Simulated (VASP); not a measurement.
# TiSi2 (P1) in VASP: single point with PBEsol

Aim: the single point of TiSi2 with PBEsol.

Program: VASP 6.6.1. These are calculated values, not measurements. Logs are shortened: lines on timing, memory, paths and dates and some standing lists are left out, and cuts for length are marked.

### Step 1. The cell of the first run

The typed cell holds 36 atoms: a = 8.012 Å, b = 8.592 Å, c = 8.592 Å, α = 103.35°, β = 105.96°, γ = 105.96°.

### Step 2. Single point, PBEsol

Input file INCAR:

```
SYSTEM = TiSi2
  ALGO = Normal
  EDIFF = 1E-7
  ENCUT = 520
  GGA = PS
  ISIF = 2
  ISMEAR = -1
  LASPH = .TRUE.
  LCHARG = .FALSE.
  LREAL = Auto
  LWAVE = .FALSE.
  NBANDS = 144
  NELM = 60
  PREC = Accurate
  SIGMA = 0.0948
```

Input file KPOINTS:

```
Automatic mesh
0
Gamma
  2 2 2
  0.5 0.5 0.5
```

Input file POSCAR:

```
TiSi2
1.0
   -3.5518741309      0.0000000000     -7.1816431623
    5.3278111963      6.7402086948      0.0000000000
    5.3278111963     -6.7402086948      0.0000000000
Ti Si
12 24
Direct
    0.1149773083      0.8150797374      0.6209459859
    0.6220920337      0.6841197999      0.4301853777
    0.0968132201      0.1589058818      0.9371936526
    0.6310042002      1.0060468850      0.8086911264
    0.1095103143      0.5067138773      0.2497436442
    0.6315252509      0.3408088515      0.1271687307
    0.3579187857      0.7107582864      0.9040873151
    0.8597570027      0.5219005685      0.7357948358
    0.3528672955      0.0444550880      0.2469111338
    0.8671131187      0.9040851342      0.0678794238
    0.3632821822      0.3585416379      0.5382104070
    0.8671081059      0.2005023312      0.4108965585
    0.1414328138      0.1641129527      0.2572312860
    0.5978030240      0.9927112149      0.1335768376
    0.1179241270      0.4976243578      0.6459590823
    0.6163590838      0.3097241662      0.4313803399
    0.1085097077      0.8279994771      0.9521833173
    0.6078975105      0.6621551943      0.7597171586
    0.3757858667      0.3755589629      0.2271059928
    0.8793342773      0.2152650545      0.0823268859
    0.3389356649      0.6613187919      0.5489513514
    0.8877620143      0.5403608476      0.4103897978
    0.3342764247      0.0349408547      0.8898692792
    0.8551737898      0.8884498797      0.7355897760
    0.1043761132      0.4617371950      0.9558278309
    0.6219589165      0.3094563803      0.8109522765
    0.1184578488      0.8185727882      0.2960082565
    0.6001999685      0.6411785704      0.1127812817
    0.0937893996      0.1277174696      0.6036684595
    0.6246356020      0.9844218829      0.4778009228
    0.3907481807      0.0627740947      0.5776416837
    0.8837971835      0.8943211804      0.3764474530
    0.3547044795      0.3611322880      0.8616660479
    0.8729222350      0.2114600097      0.7303834078
    0.3659339431      0.7223082789      0.1991191375
    0.8624306249      0.5662828122      0.0651029299
```

Potentials or basis: VASP PAW PBE potentials, release 64 (Ti_sv, Si).

On the command line:

```bash
> cat potpaw_PBE.64/Ti_sv/POTCAR potpaw_PBE.64/Si/POTCAR > POTCAR
> mpirun -np 1 vasp_std > vasp.out
```

OUTCAR:

```text
SYSTEM = TiSi2
   EDIFF = 1E-7
   ENCUT = 520
   GGA = PS
   ISIF = 2
   ISMEAR = -1
   LASPH = .TRUE.
   LREAL = Auto
   NELM = 60
   PREC = Accurate

 ion  position               nearest neighbor table
   1  0.115  0.815  0.621-  23 2.43  22 2.45  21 2.62  24 2.69  32 2.74  29 2.77  31 2.79  15 2.79
                            27 2.81  17 2.84
   2  0.622  0.684  0.430-  30 2.51  35 2.59  32 2.59  24 2.61  28 2.62  19 2.66  21 2.71  22 2.76
                            18 2.91
   3  0.097  0.159  0.937-  34 2.38  24 2.44  20 2.49  23 2.50  25 2.55  33 2.64  13 2.66  19 2.68
                            29 2.81  17 2.90
   4  0.631  0.006  0.809-  24 2.44  20 2.50  34 2.59  31 2.60  26 2.62  23 2.71  30 2.79  18 2.83
                            14 2.90
   5  0.110  0.507  0.250-  36 2.43  25 2.45  20 2.47  21 2.50  22 2.57  35 2.57  27 2.59  19 2.70
[... 17 lines left out ...]
  14  0.598  0.993  0.134-   9 2.52   7 2.57  12 2.57  10 2.63  23 2.70  20 2.74  35 2.82   4 2.90
                            30 2.92   6 2.94  28 2.99  32 3.09
  15  0.118  0.498  0.646-  21 2.41   7 2.41   8 2.44  22 2.51  12 2.68  25 2.78   1 2.79  11 2.82
                            33 2.95  29 3.06  34 3.06
  16  0.616  0.310  0.431-   9 2.45  12 2.47  19 2.51  11 2.54  22 2.59   8 2.65   6 2.72  30 2.93
                            31 3.12
  17  0.109  0.828  0.952-  23 2.43   7 2.56  10 2.57   9 2.61  24 2.61   8 2.68   1 2.84   3 2.90
                            27 2.95  35 3.02  36 3.08  25 3.15
  18  0.608  0.662  0.760-  21 2.40  24 2.46   8 2.65  11 2.67   7 2.70  10 2.78   4 2.83   2 2.91
                            28 3.10
  19  0.376  0.376  0.227-  13 2.35   6 2.49  16 2.51   2 2.66   3 2.68   5 2.70  11 2.74   9 2.85
                            28 3.03  35 3.06  33 3.07  25 3.10
  20  0.879  0.215  0.082-  13 2.44   5 2.47   3 2.49   4 2.50   6 2.58  10 2.62  14 2.74  12 2.88
                            25 2.99  34 3.00  26 3.08  36 3.09
  21  0.339  0.661  0.549-  18 2.40  15 2.41   5 2.50   1 2.62  11 2.64   2 2.71   7 2.94
  22  0.888  0.540  0.410-   1 2.45  15 2.51   6 2.54   5 2.57  16 2.59   2 2.76  12 2.88   8 2.90
                            36 2.98  27 3.12  32 3.13
  23  0.334  0.035  0.890-   1 2.43  17 2.43   3 2.50  14 2.70   4 2.71  33 2.83   6 2.85   7 2.87
                            31 2.89   9 3.01  29 3.09
  24  0.855  0.888  0.736-   4 2.44   3 2.44  18 2.46  17 2.61   2 2.61   1 2.69  34 2.75  10 2.80
                            30 2.90  29 3.04
  25  0.104  0.462  0.956-  34 2.39   5 2.45   3 2.55  35 2.57   8 2.58  33 2.64  36 2.65   7 2.73
                            15 2.78  20 2.99  19 3.10  17 3.15
  26  0.622  0.309  0.811-  31 2.40  33 2.43  36 2.54  34 2.58   8 2.59   4 2.62   6 2.64  11 2.87
                            20 3.08
  27  0.118  0.819  0.296-  32 2.37  36 2.48   9 2.51   5 2.59  35 2.61  31 2.69  10 2.78   1 2.81
                            17 2.95  13 3.02  22 3.12
  28  0.600  0.641  0.113-  35 2.41  36 2.47   7 2.56   2 2.62  33 2.64  32 2.68   6 2.69  10 2.83
                            14 2.99  19 3.03  18 3.10
  29  0.094  0.128  0.604-  32 2.28  12 2.43  34 2.50  33 2.53  31 2.64   1 2.77  11 2.78   3 2.81
                            24 3.04  15 3.06  23 3.09
  30  0.625  0.984  0.478-  34 2.45  31 2.45   2 2.51  12 2.58  32 2.69  35 2.70   9 2.77   4 2.79
                            24 2.90  14 2.92  16 2.93
[... 218 lines left out ...]
     AMIX_MAG =   1.60;   BMIX_MAG =  1.00
  volume/ion in A,a.u.               =      14.33        96.69
  Fermi-wavevector in a.u.,A,eV,Ry     =   1.268586  2.397280 21.895998  1.609310
  Thomas-Fermi vector in A             =   2.401673
   LORBIT       =      0    0 simple, 1 ext, 2 COOP (PROOUT), +10 PAW based schemes
   GGA     = PS    functional components
   LHFCALC =     F    Hartree Fock is set to
   AEXX    =    0.0000 exact exchange contribution
   IVDW    =     0    specifies the selected vdW correction
   LEPSILON=     F    determine dielectric tensor
   LRPA    =     F    only Hartree local field effects (RPA)
 non-spin polarized calculation
  energy-cutoff  :      520.00
  volume of cell :      515.79
 maximum number of plane-waves:     13892
   NGX = 29   NGY = 31   NGZ = 31

 number of electron     240.0000001 magnetization

 Free energy of the ion-electron system (eV)
  ---------------------------------------------------
  ext. energy  EPLUGINS =         0.00000000
  ---------------------------------------------------
  free energy    TOTEN  =      -256.17731019 eV

  energy without entropy =     -255.74816117  energy(sigma->0) =     -255.96273568

 E-fermi :  10.2840     XC(G=0): -11.6725

 val. band max:       10.2362386419   @ k =  -0.2500   0.2500   0.2500
 cond. band min:      10.3375375596   @ k =  -0.2500   0.2500   0.2500
 fundamental gap:      0.1012989177
 Fermi energy:        10.2839842697

 k-point     1 :       0.2500    0.2500    0.2500
  band No.  band energies     occupation
      1     -46.3631      2.00000
      2     -46.3479      2.00000
      3     -46.3277      2.00000
      4     -46.2844      2.00000
      5     -46.2788      2.00000
      6     -46.2561      2.00000
[... 529 lines left out ...]
    131      11.3226      0.00003
    132      11.4085      0.00001
 [bands above 132 left out]

------------------------ aborting loop because EDIFF is reached ----------------------------------------

  FORCE on cell =-STRESS in cart. coord.  units (eV):
  Direction    XX          YY          ZZ          XY          YZ          ZX
  --------------------------------------------------------------------------------------
  -------------------------------------------------------------------------------------
  Total        3.0429597     -1.7518510      1.2793115      1.2889093      0.4186492     -0.2810878
  in kB        9.4521541     -5.4416645      3.9738448      4.0036577      1.3004237     -0.8731253
  external PRESSURE =       2.6614448 kB  Pullay stress =       0.0000000 kB

 VOLUME and BASIS-vectors are now :
 -----------------------------------------------------------------------------
  energy-cutoff  :      520.00
  volume of cell :      515.79
      direct lattice vectors                 reciprocal lattice vectors
    -3.551874131  0.000000000 -7.181643162     0.000000000  0.000000000 -0.139243900
     5.327811196  6.740208695  0.000000000     0.093847169  0.074181679 -0.046414633
     5.327811196 -6.740208695  0.000000000     0.093847169 -0.074181679 -0.046414633

 POSITION                                       TOTAL-FORCE (eV/Angst)
 -----------------------------------------------------------------------------------
      7.24249      1.30850     -0.82573         0.165395      1.371982      0.379153
      3.72721      1.71157     -4.46764        -0.657923     -2.488688      0.211943
      5.49594     -5.24582     -0.69528        -0.264581     -0.837749     -2.257692
      2.09952     -5.40999     -4.53165        -0.479884      0.296492      2.140985
      3.64130      1.73203     -0.78646         0.465986     -2.973398     -1.053558
      0.25020      1.43998     -4.53539        -0.976265      0.218685      0.773136
[... 28 lines left out ...]
      3.60944      3.52640     -2.62801         1.020356     -0.289227      0.239901
      0.30066      3.37806     -6.19367        -0.553027      1.566416      0.139347
 -----------------------------------------------------------------------------------
    total drift:                                0.023242      0.027370     -0.010386

  FREE ENERGIE OF THE ION-ELECTRON SYSTEM (eV)
  ---------------------------------------------------
  free  energy   TOTEN  =      -256.1773101870 eV

  energy  without entropy=     -255.7481611709  energy(sigma->0) =     -255.96273568
```

OSZICAR:

```text
N       E                     dE             d eps       ncg     rms          rms(c)
DAV:   1     0.289411442486E+04    0.28941E+04   -0.10713E+05  1152   0.177E+03
DAV:   2     0.183894811850E+03   -0.27102E+04   -0.26319E+04  1152   0.551E+02
[... 12 lines left out ...]
DAV:  15    -0.256177355472E+03   -0.11049E-03   -0.16971E-03  1656   0.196E-01    0.736E-02
DAV:  16    -0.256177307469E+03    0.48003E-04   -0.51086E-04  1616   0.133E-01    0.341E-02
DAV:  17    -0.256177308243E+03   -0.77322E-06   -0.81734E-05  1720   0.411E-02    0.127E-02
DAV:  18    -0.256177309744E+03   -0.15015E-05   -0.20322E-05  1736   0.236E-02    0.100E-02
DAV:  19    -0.256177309606E+03    0.13764E-06   -0.66208E-06  1584   0.138E-02    0.456E-03
DAV:  20    -0.256177310142E+03   -0.53605E-06   -0.12387E-06  1576   0.490E-03    0.245E-03
DAV:  21    -0.256177310187E+03   -0.44594E-07   -0.36820E-07   992   0.362E-03
   1 F= -.25617731E+03 E0= -.25596274E+03  d E =-.429149E+00
```

stdout:

```text
POSCAR found type information on POSCAR TiSi
 POSCAR found :  2 types and      36 ions
 scaLAPACK will be used
 -----------------------------------------------------------------------------
|                                                                             |
|                                                                             |
|     You enforced a specific xc type in the INCAR file but a different       |
|     I HOPE YOU KNOW WHAT YOU ARE DOING!                                     |
|                                                                             |
 -----------------------------------------------------------------------------

 LDA part: xc-table for (Slater+PW92), standard interpolation
 POSCAR, INCAR and KPOINTS ok, starting setup
 FFT: planning ... GRIDC
 FFT: planning ... GRID_SOFT
 FFT: planning ... GRID
 WAVECAR not read
 entering main loop
```

Run time: 21 min. Hardware: 1 thread of Oxide Virtual Turin-like, shared host; peak memory 0.58 GiB.

Results:

* Free energy: -256.1773 eV
* Pressure: 0.3 GPa
* Largest force: 4.323 eV/Å
* Band gap on the k mesh: 0.10 eV

Forces on the atoms (eV/Å):
```
Ti   0.165  1.372  0.379
Ti  -0.658 -2.489  0.212
Ti  -0.265 -0.838 -2.258
Ti  -0.480  0.296  2.141
Ti   0.466 -2.973 -1.054
Ti  -0.976  0.219  0.773
Ti  -0.613  0.723 -0.797
Ti   0.865  1.207  0.606
Ti  -2.887 -0.263 -1.987
Ti  -1.284 -1.675  0.696
Ti   1.968 -1.375 -0.449
Ti  -0.183  1.465 -0.438
Si   2.835  0.711  3.185
Si  -0.596  1.375 -0.716
Si  -2.085  0.383  0.383
Si   1.538  0.817 -0.572
Si  -0.170  0.553  0.663
Si   0.282  0.101 -0.351
Si   0.383  0.077 -0.064
Si   0.409 -0.725  1.083
Si   1.257  0.286 -1.118
Si   0.175 -0.708  1.192
Si   0.319 -1.046 -2.206
Si  -1.699 -0.965 -0.353
Si   0.400  0.837 -0.593
Si   0.064  0.386 -0.420
Si  -0.193 -0.336 -0.342
Si  -0.090 -0.204 -0.601
Si   0.830 -0.991 -1.952
Si  -0.395  0.069  0.642
Si  -0.676  0.474  1.230
Si  -0.416 -0.250  1.657
Si   1.106  0.447 -0.097
Si   0.137  1.765  1.147
Si   1.020 -0.289  0.240
Si  -0.553  1.566  0.139
```

Levels at points of the mesh, in eV from the valence-band top:
| k point | band 117 | band 118 | band 119 | band 120 | band 121 | band 122 | band 123 | band 124 |
| --- | --- | --- | --- | --- | --- | --- | --- | --- |
| (0.25, 0.25, 0.25) | -0.73 | -0.57 | -0.18 | -0.06 | 0.13 | 0.17 | 0.28 | 0.39 |

Caveat: the atoms stand as in a frame of molecular dynamics; the PAW data sets were made with another functional, which shifts forces and pressure a little; a shifted mesh leaves out Γ, where band edges can lie. A k mesh can miss the band edges.
